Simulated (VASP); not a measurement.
# SnO2 in VASP: further runs

SnO2 is run at these levels: PBE; tasks: relaxation of cell and atoms, single point.

Everything below comes from runs of VASP 6.6.1. Logs are shortened: lines on timing, memory, paths and dates and some standing lists are left out, and cuts for length are marked.

## Step 1: The cell of the first run

The structure is tetragonal, space group P4_2/mnm (No. 136). The conventional cell has a = 4.812 Å, b = 4.812 Å, c = 3.228 Å, α = 90.00°, β = 90.00°, γ = 90.00°. Within 2.8 Å of Sn (site symmetry mmm) lie 6 O at 2.08 to 2.09 Å. O (site symmetry m2m) has 3 Sn at 2.08 to 2.09 Å and 1 O at 2.63 Å within 2.8 Å.

## Step 2: Relaxation of cell and atoms, PBE, target pressure 1 GPa, at which the enthalpy is minimised

INCAR reads:

```
SYSTEM = SnO2
ALGO = Normal ; EDIFF = 1E-6
EDIFFG = -0.008 ; ENCUT = 600
GGA = PE ; IBRION = 2
ISIF = 3 ; ISMEAR = 0
LASPH = .TRUE. ; LCHARG = .FALSE.
LREAL = .FALSE. ; LWAVE = .FALSE.
NELM = 60 ; NSW = 70
PREC = Accurate ; PSTRESS = 10.0
SIGMA = 0.02
```

KPOINTS reads:

```
k-points
0
G
  6 6 8
  0 0 0
```

POSCAR reads:

```
SnO2
1.0
    4.8117437243      0.0000000000      0.0000000000
    0.0000000000      4.8117437243      0.0000000000
    0.0000000000      0.0000000000      3.2277904193
Sn O
2 4
Direct
    0.5000000000      0.5000000000      0.5000000000
    0.0000000000      0.0000000000      0.0000000000
    0.1934234767      0.8065765233      0.5000000000
    0.8065765233      0.1934234767      0.5000000000
    0.3065765233      0.3065765233      0.0000000000
    0.6934234767      0.6934234767      0.0000000000
```

Potentials or basis: VASP PAW PBE potentials, release 64 (Sn_d, O).

Run with:

```bash
$ cat potpaw_PBE.64/Sn_d/POTCAR potpaw_PBE.64/O/POTCAR > POTCAR
$ mpirun -np 1 vasp_std > vasp.out
```

OUTCAR:

```text
SYSTEM = SnO2
   EDIFF = 1E-6
   EDIFFG = -0.008
   ENCUT = 600
   GGA = PE
   IBRION = 2
   ISIF = 3
   ISMEAR = 0
   LASPH = .TRUE.
   LREAL = .FALSE.
   NELM = 60
   NSW = 70
   PREC = Accurate
   PSTRESS = 10.0

 ion  position               nearest neighbor table
   1  0.500  0.500  0.500-   5 2.08   6 2.08   5 2.08   6 2.08   3 2.09   4 2.09
   2  0.000  0.000  0.000-   3 2.08   4 2.08   3 2.08   4 2.08   5 2.09   6 2.09
   3  0.193  0.807  0.500-   2 2.08   2 2.08   1 2.09
   4  0.807  0.193  0.500-   2 2.08   2 2.08   1 2.09
   5  0.307  0.307  0.000-   1 2.08   1 2.08   2 2.09
   6  0.693  0.693  0.000-   1 2.08   1 2.08   2 2.09

  LATTYP: Found a simple tetragonal cell.
 ALAT       =     4.8117437243
 C/A-ratio  =     0.6708151149

  Lattice vectors:

 A1 = (   4.8117437243,   0.0000000000,   0.0000000000)
 A2 = (   0.0000000000,   4.8117437243,   0.0000000000)
 A3 = (   0.0000000000,   0.0000000000,   3.2277904193)

Analysis of symmetry for initial positions (statically):
=====================================================================
 Subroutine PRICEL returns:
 Original cell was already a primitive cell.

 Routine SETGRP: Setting up the symmetry group for a
 simple tetragonal supercell.

 Subroutine GETGRP returns: Found 16 space group operations
 (whereof  8 operations were pure point group operations)
 out of a pool of 16 trial point group operations.

The static configuration has the point symmetry D_2h.
 The point group associated with its full space group is D_4h.

Analysis of symmetry for dynamics (positions and initial velocities):
=====================================================================
 Subroutine PRICEL returns:
 Original cell was already a primitive cell.

 Routine SETGRP: Setting up the symmetry group for a
 simple tetragonal supercell.

 Subroutine GETGRP returns: Found 16 space group operations
 (whereof  8 operations were pure point group operations)
 out of a pool of 16 trial point group operations.

The dynamic configuration has the point symmetry D_2h.
 The point group associated with its full space group is D_4h.

 Subroutine INISYM returns: Found 16 space group operations
 (whereof  8 operations are pure point group operations),
 and found     1 'primitive' translations

----------------------------------------------------------------------------------------

                                     Primitive cell

  volume of cell :      74.7326

[... 102 lines left out ...]
   ISIF   =      3    stress and relaxation
   ISYM   =      2    0-nonsym 1-usesym 2-fastsym
   POTIM  = 0.5000    time-step for ionic-motion
   TEBEG  =    0.0;   TEEND  =   0.0 temperature during run
   PSTRESS=   10.0 pullay stress
   NELECT =      52.0000    total number of electrons
   NUPDOWN=      -1.0000    fix difference up-down
   EMIN   =  10.00;   EMAX   =-10.00  energy-range for DOS
   EFERMI =   0.00;   METHOD = LEGACY
   ISMEAR =     0;   SIGMA  =   0.02  broadening in eV -4-tet -1-fermi 0-gaus
   EFERMI_NEDOS =   21; number of points for ismear=-14 and -15
   IALGO  =     38    algorithm
   IMIX   =      4    mixing-type and parameters
     AMIX     =   0.40;   BMIX     =  1.00
     AMIX_MAG =   1.60;   BMIX_MAG =  1.00
  volume/ion in A,a.u.               =      12.46        84.05
  Fermi-wavevector in a.u.,A,eV,Ry     =   1.450683  2.741393 28.633203  2.104481
  Thomas-Fermi vector in A             =   2.568267
   LORBIT       =      0    0 simple, 1 ext, 2 COOP (PROOUT), +10 PAW based schemes
   GGA     = PE    functional components
   LHFCALC =     F    Hartree Fock is set to
   AEXX    =    0.0000 exact exchange contribution
   IVDW    =     0    specifies the selected vdW correction
   LEPSILON=     F    determine dielectric tensor
   LRPA    =     F    only Hartree local field effects (RPA)
 conjugate gradient relaxation of ions
 non-spin polarized calculation
 Gauss-broadening in eV      SIGMA  =   0.02
  energy-cutoff  :      600.00
  volume of cell :       74.73
 maximum number of plane-waves:      2533
 NGX is ok and might be reduce to    40
   NGX = 19   NGY = 19   NGZ = 13

--------------------------------------- Ionic step        1  -------------------------------------------

 number of electron      52.0000004 magnetization

 Free energy of the ion-electron system (eV)
  ---------------------------------------------------
  ext. energy  EPLUGINS =         0.00000000
  ---------------------------------------------------
  free energy    TOTEN  =       -37.31251249 eV

  energy without entropy =      -37.31251249  energy(sigma->0) =      -37.31251249

------------------------ aborting loop because EDIFF is reached ----------------------------------------

  FORCE on cell =-STRESS in cart. coord.  units (eV):
  Direction    XX          YY          ZZ          XY          YZ          ZX
  --------------------------------------------------------------------------------------
  -------------------------------------------------------------------------------------
  Total        0.9230339      0.9230339      1.3052588     -0.0000000      0.0000000      0.0000000
  in kB       19.7887303     19.7887303     27.9831702     -0.0000000      0.0000000      0.0000000
  external PRESSURE =      12.5202102 kB  Pullay stress =      10.0000000 kB
[... 71 lines left out ...]
--------------------------------------- Ionic step        3  -------------------------------------------

 number of electron      52.0000002 magnetization

 Free energy of the ion-electron system (eV)
  ---------------------------------------------------
  ext. energy  EPLUGINS =         0.00000000
  ---------------------------------------------------
  free energy    TOTEN  =       -37.31755832 eV

  energy without entropy =      -37.31755832  energy(sigma->0) =      -37.31755832

 E-fermi :   5.6944     XC(G=0): -10.9945

 val. band max:        5.5688668188   @ k =   0.0000   0.0000   0.0000
 cond. band min:       6.2663206808   @ k =   0.0000   0.0000   0.0000
 fundamental gap:      0.6974538620
 Fermi energy:         5.6943658882

 k-point     1 :       0.0000    0.0000    0.0000
  band No.  band energies     occupation
      1     -15.4697      2.00000
      2     -14.7943      2.00000
      3     -14.6016      2.00000
      4     -14.5740      2.00000
      5     -14.5740      2.00000
      6     -14.5098      2.00000
[... 805 lines left out ...]
     30      13.9859      0.00000
     31      14.6420      0.00000

 [... further k-points ...]

------------------------ aborting loop because EDIFF is reached ----------------------------------------

  FORCE on cell =-STRESS in cart. coord.  units (eV):
  Direction    XX          YY          ZZ          XY          YZ          ZX
  --------------------------------------------------------------------------------------
  -------------------------------------------------------------------------------------
  Total        0.4327304      0.4327304      0.5035216     -0.0000000      0.0000000      0.0000000
  in kB        9.2189418      9.2189418     10.7270854     -0.0000000      0.0000000      0.0000000
  external PRESSURE =      -0.2783437 kB  Pullay stress =      10.0000000 kB
[... 25 lines left out ...]
  energy  without entropy=      -37.3175583204  energy(sigma->0) =      -37.31755832

  enthalpy is  TOTEN    =       -36.8481655815 eV   P V=        0.4693927389

 reached required accuracy - stopping structural energy minimisation
```

OSZICAR:

```text
N       E                     dE             d eps       ncg     rms          rms(c)
DAV:   1     0.681572236753E+03    0.68157E+03   -0.28448E+04  3338   0.283E+03
DAV:   2     0.629668954796E+02   -0.61861E+03   -0.59680E+03  3424   0.724E+02
DAV:   3    -0.381182975211E+02   -0.10109E+03   -0.99032E+02  3618   0.235E+02
[... 25 lines left out ...]
DAV:   3    -0.373179862762E+02    0.37546E-02   -0.75788E-03  4566   0.194E+00    0.113E-01
DAV:   4    -0.373175456412E+02    0.44063E-03   -0.13682E-03  4399   0.808E-01    0.238E-02
DAV:   5    -0.373175587544E+02   -0.13113E-04   -0.40296E-04  3983   0.175E-01    0.111E-02
DAV:   6    -0.373175579509E+02    0.80345E-06   -0.16769E-05  3977   0.398E-02    0.574E-03
DAV:   7    -0.373175583204E+02   -0.36949E-06   -0.12123E-06  2586   0.133E-02
   3 F= -.36848166E+02 E0= -.36848166E+02  d E =-.209731E-02
```

It took 1.9 min on 1 thread of Intel Xeon 6975P-C (Granite Rapids), shared host; peak memory 0.27 GiB.

Results:

| Quantity | Value |
| --- | --- |
| Free energy | -37.3176 eV |
| Relaxed volume | 12.53 Å³/atom |
| Relaxed cell | a = 4.820 Å, b = 4.820 Å, c = 3.238 Å, α = 90.00°, β = 90.00°, γ = 90.00° |
| Space group after relaxing (to 0.1 Å) | P4_2/mnm (No. 136) |
| Energy change on relaxing (the run minimises the enthalpy) | -0.8 meV/atom |
| Ionic steps | 3 |
| Pressure after relaxing | 1.0 GPa |
| Band gap on the k mesh | 0.70 eV |

Forces in eV/Å, atoms in the order of the input:
```
Sn   0.000  0.000  0.000
Sn   0.000  0.000  0.000
O    0.002 -0.002  0.000
O   -0.002  0.002  0.000
O   -0.002 -0.002  0.000
O    0.002  0.002  0.000
```

Step by step:
```
step  energy change (eV)  largest force (eV/Å)  pressure (GPa)  volume (Å³)
   1              0.0000                0.0506            2.25        74.73
   2             -0.0056                0.0543           -0.54        75.79
   3             -0.0050                0.0023            0.97        75.21
```

Final structure:
```
CELL_PARAMETERS angstrom
4.81965 0.00000 0.00000
0.00000 4.81965 0.00000
0.00000 0.00000 3.23754
ATOMIC_POSITIONS crystal
Sn 0.50000 0.50000 0.50000
Sn 0.00000 0.00000 0.00000
O 0.19358 0.80642 0.50000
O 0.80642 0.19358 0.50000
O 0.30642 0.30642 0.00000
O 0.69358 0.69358 0.00000
```

Caveat: the cell is relaxed towards a set pressure, so the run minimises the enthalpy, not the energy; spin-orbit coupling is left out, which moves the levels of the heavy elements.

(Continued in part 2 of 2.)
